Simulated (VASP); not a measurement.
# Lu (P6_3/mmc) in VASP: single point with r2SCAN

Aim: the single point of Lu with r2SCAN.

All numbers are computed with VASP 6.6.1; they aren't measurements. Logs are shortened: lines on timing, memory, paths and dates and some standing lists are left out, and cuts for length are marked.

### 1 The cell of the first run

It takes space group P6_3/mmc (No. 194, hexagonal). Conventional cell: a = 3.504 Å, b = 3.504 Å, c = 5.457 Å, α = 90.00°, β = 90.00°, γ = 120.00°. Within 4.5 Å of Lu (site symmetry -6m2) lie 12 Lu at 3.40 to 3.50 Å.

### 2 Single point, r2SCAN

The input, POSCAR:

```
Lu
1.0
    3.5041692265      0.0000000000      0.0000000000
   -1.7520846133      3.0346995693      0.0000000000
    0.0000000000      0.0000000000      5.4566892793
Lu
2
Direct
    0.3333333333      0.6666666667      0.2500000000
    0.6666666667      0.3333333333      0.7500000000
```

The input, INCAR.step1:

```
PREC = Accurate
ENCUT = 520
ISMEAR = -1
SIGMA = 0.05
LREAL = False
LASPH = True
NELM = 80
NBANDS = 32
GGA = PE
ALGO = Normal
EDIFF = 1E-4
LWAVE = True
LCHARG = False
```

The input, INCAR.step2:

```
PREC = Accurate
ENCUT = 520
EDIFF = 1E-7
ISMEAR = -1
SIGMA = 0.05
LREAL = False
LASPH = True
NELM = 80
ALGO = Normal
ISIF = 2
LWAVE = False
LCHARG = False
METAGGA = R2SCAN
LMIXTAU = True
NBANDS = 32
ISTART = 1
```

The input, KPOINTS:

```
Automatic mesh
0
Gamma
  14 14 8
```

Potentials or basis: VASP PAW PBE potentials, release 64 (Lu).

The run is started by

```bash
$ cat potpaw_PBE.64/Lu/POTCAR > POTCAR
$ cp INCAR.step1 INCAR
$ mpirun -np 1 vasp_std > vasp.out
$ cp INCAR.step2 INCAR
$ mpirun -np 1 vasp_std > vasp.out
```

OUTCAR:

```text
PREC = Accurate
   ENCUT = 520
   EDIFF = 1E-7
   ISMEAR = -1
   LREAL = False
   LASPH = True
   NELM = 80
   ISIF = 2
   METAGGA = R2SCAN
   ISTART = 1

 ion  position               nearest neighbor table
   1  0.333  0.667  0.250-   2 3.40   2 3.40   2 3.40   2 3.40   2 3.40   2 3.40
   2  0.667  0.333  0.750-   1 3.40   1 3.40   1 3.40   1 3.40   1 3.40   1 3.40

  LATTYP: Found a hexagonal cell.
 ALAT       =     3.5041692265
 C/A-ratio  =     1.5571991324

  Lattice vectors:

 A1 = (   3.5041692265,   0.0000000000,   0.0000000000)
 A2 = (  -1.7520846133,   3.0346995693,   0.0000000000)
 A3 = (   0.0000000000,   0.0000000000,   5.4566892793)

Analysis of symmetry for initial positions (statically):
=====================================================================
 Subroutine PRICEL returns:
 Original cell was already a primitive cell.

 Routine SETGRP: Setting up the symmetry group for a
 hexagonal supercell.

 Subroutine GETGRP returns: Found 24 space group operations
 (whereof 12 operations were pure point group operations)
 out of a pool of 24 trial point group operations.

The static configuration has the point symmetry D_3d.
 The point group associated with its full space group is D_6h.

Analysis of symmetry for dynamics (positions and initial velocities):
=====================================================================
 Subroutine PRICEL returns:
 Original cell was already a primitive cell.

 Routine SETGRP: Setting up the symmetry group for a
 hexagonal supercell.

 Subroutine GETGRP returns: Found 24 space group operations
 (whereof 12 operations were pure point group operations)
 out of a pool of 24 trial point group operations.

The dynamic configuration has the point symmetry D_3d.
 The point group associated with its full space group is D_6h.

 Subroutine INISYM returns: Found 24 space group operations
 (whereof 12 operations are pure point group operations),
 and found     1 'primitive' translations

----------------------------------------------------------------------------------------

                                     Primitive cell

  volume of cell :      58.0270

  direct lattice vectors                    reciprocal lattice vectors
     3.504169227  0.000000000  0.000000000     0.285374346  0.164760955  0.000000000
    -1.752084613  3.034699569  0.000000000     0.000000000  0.329521911  0.000000000
     0.000000000  0.000000000  5.456689279     0.000000000  0.000000000  0.183261305

  length of vectors
     3.504169227  3.504169227  5.456689279     0.329521911  0.329521911  0.183261305

  position of ions in fractional coordinates (direct lattice)
     0.333333333  0.666666667  0.250000000
     0.666666667  0.333333333  0.750000000

  ion indices of the primitive-cell ions
   primitive index   ion index
                 1           1
                 2           2

----------------------------------------------------------------------------------------

 KPOINTS: Automatic mesh

Automatic generation of k-mesh.
 Grid dimensions read from file:
 generate k-points for:   14   14    8

 Generating k-lattice:

  Cartesian coordinates                     Fractional coordinates (reciprocal lattice)
     0.020383882  0.011768640  0.000000000     0.071428571 -0.000000000  0.000000000
     0.000000000  0.023537279  0.000000000     0.000000000  0.071428571  0.000000000
     0.000000000  0.000000000  0.022907663     0.000000000  0.000000000  0.125000000

  Length of vectors
     0.023537279  0.023537279  0.022907663

  Shift w.r.t. Gamma in fractional coordinates (k-lattice)
     0.000000000  0.000000000  0.000000000

 Subroutine IBZKPT returns following result:
 ===========================================

 Found    120 irreducible k-points:

 Following reciprocal coordinates:
            Coordinates               Weight
  0.000000  0.000000  0.000000      1.000000
  0.071429  0.000000  0.000000      6.000000
  0.142857  0.000000  0.000000      6.000000
  0.214286 -0.000000  0.000000      6.000000
  0.285714  0.000000  0.000000      6.000000
  0.357143  0.000000  0.000000      6.000000
[... 16 lines left out ...]
  0.285714  0.285714  0.000000      6.000000
  0.357143  0.285714  0.000000      6.000000
 [... further k-points ...]
   k-points           NKPTS =    120   k-points in BZ     NKDIM =    120   number of bands    NBANDS=     32
   number of dos      NEDOS =    301   number of ions     NIONS =      2
   total plane-waves  NPLWV =  32928
   dimension x,y,z NGX =    28 NGY =   28 NGZ =   42
   dimension x,y,z NGXF=    56 NGYF=   56 NGZF=   84
   ions per type =               2
   NGX,Y,Z   is equivalent  to a cutoff of  13.28, 13.28, 12.80 a.u.
   NGXF,Y,Z  is equivalent  to a cutoff of  26.57, 26.57, 25.59 a.u.
 SYSTEM =  unknown system
   PREC   = accura    normal or accurate (medium, high low for compatibility)
   ISTART =      1    job   : 0-new  1-cont  2-samecut
   ICHARG =      0    charge: 1-file 2-atom 10-const
   ISPIN  =      1    spin polarized calculation?
   LNONCOLLINEAR =      F non collinear calculations
   LSORBIT =      F    spin-orbit coupling
   LASPH  =      T    aspherical Exc in radial PAW
   ENCUT  =  520.0 eV  38.22 Ry    6.18 a.u.   6.52  6.52 10.15*2*pi/ulx,y,z
   NELM   =     80;   NELMIN=  2; NELMDL=  0     # of ELM steps
   EDIFF  = 0.1E-06   stopping-criterion for ELM
   LREAL  =      F    real-space projection
   EDIFFG = 0.1E-05   stopping-criterion for IOM
   NSW    =      0    number of steps for IOM
   IBRION =     -1    ionic relax: 0-MD 1-quasi-New 2-CG
   NFREE  =      0    steps in history (QN), initial steepest desc. (CG)
   ISIF   =      2    stress and relaxation
   ISYM   =      2    0-nonsym 1-usesym 2-fastsym
   POTIM  = 0.5000    time-step for ionic-motion
   TEBEG  =    0.0;   TEEND  =   0.0 temperature during run
   PSTRESS=    0.0 pullay stress
   NELECT =      50.0000    total number of electrons
   NUPDOWN=      -1.0000    fix difference up-down
   EMIN   =  10.00;   EMAX   =-10.00  energy-range for DOS
   EFERMI =   0.00;   METHOD = LEGACY
   ISMEAR =    -1;   SIGMA  =   0.05  broadening in eV -4-tet -1-fermi 0-gaus
   EFERMI_NEDOS =   21; number of points for ismear=-14 and -15
   IALGO  =     38    algorithm
   IMIX   =      4    mixing-type and parameters
     AMIX     =   0.40;   BMIX     =  1.00
     AMIX_MAG =   1.60;   BMIX_MAG =  1.00
  volume/ion in A,a.u.               =      29.01       195.79
  Fermi-wavevector in a.u.,A,eV,Ry     =   1.557835  2.943882 33.019304  2.426850
  Thomas-Fermi vector in A             =   2.661428
   LORBIT       =      0    0 simple, 1 ext, 2 COOP (PROOUT), +10 PAW based schemes
   METAGGA = R2SCAN    functional components
   LHFCALC =     F    Hartree Fock is set to
   AEXX    =    0.0000 exact exchange contribution
   IVDW    =     0    specifies the selected vdW correction
   LEPSILON=     F    determine dielectric tensor
   LRPA    =     F    only Hartree local field effects (RPA)
 non-spin polarized calculation
  energy-cutoff  :      520.00
  volume of cell :       58.03
 maximum number of plane-waves:      1604
 NGX is ok and might be reduce to    28
   NGX = 13   NGY = 13   NGZ = 21

 number of electron      49.9999996 magnetization

 Free energy of the ion-electron system (eV)
  ---------------------------------------------------
  ext. energy  EPLUGINS =         0.00000000
  ---------------------------------------------------
  free energy    TOTEN  =       -76.12872723 eV

  energy without entropy =      -76.10216252  energy(sigma->0) =      -76.11544487

 E-fermi :   2.1700     XC(G=0): -11.6203

 val. band max:        2.1666150727   @ k =   0.2857   0.1429   0.3750
 cond. band min:       2.1798144644   @ k =   0.3571   0.0000   0.1250
 fundamental gap:      0.0131993916
 Fermi energy:         2.1699940739

 k-point     1 :       0.0000    0.0000    0.0000
  band No.  band energies     occupation
      1     -55.6952      2.00000
      2     -55.6555      2.00000
      3     -26.0021      2.00000
      4     -25.5470      2.00000
      5     -25.5470      2.00000
      6     -25.4596      2.00000
[... 24 lines left out ...]
     31       5.9614      0.00000
     32       5.9614      0.00000

 k-point     2 :       0.0714    0.0000    0.0000
  band No.  band energies     occupation
      1     -55.6939      2.00000
      2     -55.6551      2.00000
      3     -25.9935      2.00000
      4     -25.5637      2.00000
      5     -25.5529      2.00000
      6     -25.4774      2.00000
[... 24 lines left out ...]
     31       5.7626      0.00000
     32       5.8236      0.00000

 k-point     3 :       0.1429    0.0000    0.0000
  band No.  band energies     occupation
      1     -55.6902      2.00000
      2     -55.6540      2.00000
      3     -25.9686      2.00000
      4     -25.6107      2.00000
      5     -25.5689      2.00000
      6     -25.5263      2.00000
[... 24 lines left out ...]
     31       5.7664      0.00000
     32       5.8767      0.00000

 k-point     4 :       0.2143   -0.0000    0.0000
  band No.  band energies     occupation
      1     -55.6846      2.00000
      2     -55.6526      2.00000
      3     -25.9299      2.00000
      4     -25.6791      2.00000
      5     -25.5949      2.00000
      6     -25.5912      2.00000
[... 24 lines left out ...]
     31       6.2356      0.00000
     32       6.4183      0.00000

 k-point     5 :       0.2857    0.0000    0.0000
  band No.  band energies     occupation
      1     -55.6781      2.00000
      2     -55.6514      2.00000
      3     -25.8816      2.00000
      4     -25.7554      2.00000
      5     -25.6683      2.00000
      6     -25.6151      2.00000
[... 584 lines left out ...]
     31       7.7478      0.00000
     32       8.9724      0.00000

 k-point    22 :       0.3571    0.2143    0.0000
  band No.  band energies     occupation
      1     -55.6608      2.00000
      2     -55.6526      2.00000
      3     -25.8477      2.00000
      4     -25.7597      2.00000
      5     -25.7275      2.00000
      6     -25.7116      2.00000
[... 24 lines left out ...]
     31       8.0706      0.00000
     32       8.8433      0.00000

 k-point    23 :       0.2857    0.2857    0.0000
  band No.  band energies     occupation
      1     -55.6602      2.00000
      2     -55.6529      2.00000
      3     -25.8307      2.00000
      4     -25.7660      2.00000
      5     -25.7204      2.00000
      6     -25.7087      2.00000
[... 24 lines left out ...]
     31       7.8487      0.00000
     32       8.7246      0.00000

 k-point    24 :       0.3571    0.2857    0.0000
  band No.  band energies     occupation
      1     -55.6576      2.00000
      2     -55.6544      2.00000
      3     -25.8329      2.00000
      4     -25.7419      2.00000
      5     -25.7409      2.00000
      6     -25.6900      2.00000
[... 24 lines left out ...]
     31       8.0353      0.00000
     32       8.2409      0.00000

 [... further k-points ...]

------------------------ aborting loop because EDIFF is reached ----------------------------------------

  FORCE on cell =-STRESS in cart. coord.  units (eV):
  Direction    XX          YY          ZZ          XY          YZ          ZX
  --------------------------------------------------------------------------------------
  -------------------------------------------------------------------------------------
  Total        0.1096962      0.1096962      0.1505981     -0.0000000     -0.0000000     -0.0000000
  in kB        3.0288114      3.0288114      4.1581486     -0.0000000     -0.0000000     -0.0000000
  external PRESSURE =       3.4052572 kB  Pullay stress =       0.0000000 kB

 VOLUME and BASIS-vectors are now :
 -----------------------------------------------------------------------------
  energy-cutoff  :      520.00
  volume of cell :       58.03
      direct lattice vectors                 reciprocal lattice vectors
     3.504169227  0.000000000  0.000000000     0.285374346  0.164760955  0.000000000
    -1.752084613  3.034699569  0.000000000     0.000000000  0.329521911  0.000000000
     0.000000000  0.000000000  5.456689279     0.000000000  0.000000000  0.183261305

 POSITION                                       TOTAL-FORCE (eV/Angst)
 -----------------------------------------------------------------------------------
     -0.00000      2.02313      1.36417        -0.000000      0.000000      0.000000
      1.75208      1.01157      4.09252         0.000000     -0.000000      0.000000
 -----------------------------------------------------------------------------------
    total drift:                               -0.000000      0.000000     -0.000000

  FREE ENERGIE OF THE ION-ELECTRON SYSTEM (eV)
  ---------------------------------------------------
  free  energy   TOTEN  =       -76.1287272267 eV

  energy  without entropy=      -76.1021625224  energy(sigma->0) =      -76.11544487
```

Wall time 8 min (1 thread of Intel Xeon 6975P-C (Granite Rapids), shared host); peak memory 0.33 GiB.

What came out:

```
Free energy            : -76.1287 eV
Pressure               : 0.3 GPa
Band gap on the k mesh : zero (bands 25 and 26 overlap by 2.02 eV)
```

Levels at points of the mesh, in eV from the Fermi level:
```tsv
k point	band 21	band 22	band 23	band 24	band 25	band 26	band 27	band 28	band 29	band 30
(0.00, 0.00, 0.00)	-5.05	-5.03	-5.02	-2.40	0.58	2.44	2.44	2.95	3.25	3.25
(0.50, 0.00, 0.00)	-5.05	-5.03	-2.39	-1.43	-0.84	-0.44	1.75	2.10	2.64	6.57
(0.00, 0.00, 0.50)	-5.02	-5.02	-4.54	-4.54	1.37	1.37	2.35	2.35	2.35	2.35
(0.50, 0.00, 0.50)	-5.05	-5.05	-2.12	-2.12	0.09	0.09	1.47	1.47	3.65	3.65
```

Caveat: the PAW data sets were made with another functional, which shifts forces and pressure a little; spin-orbit coupling is left out, which moves the levels of the heavy elements.
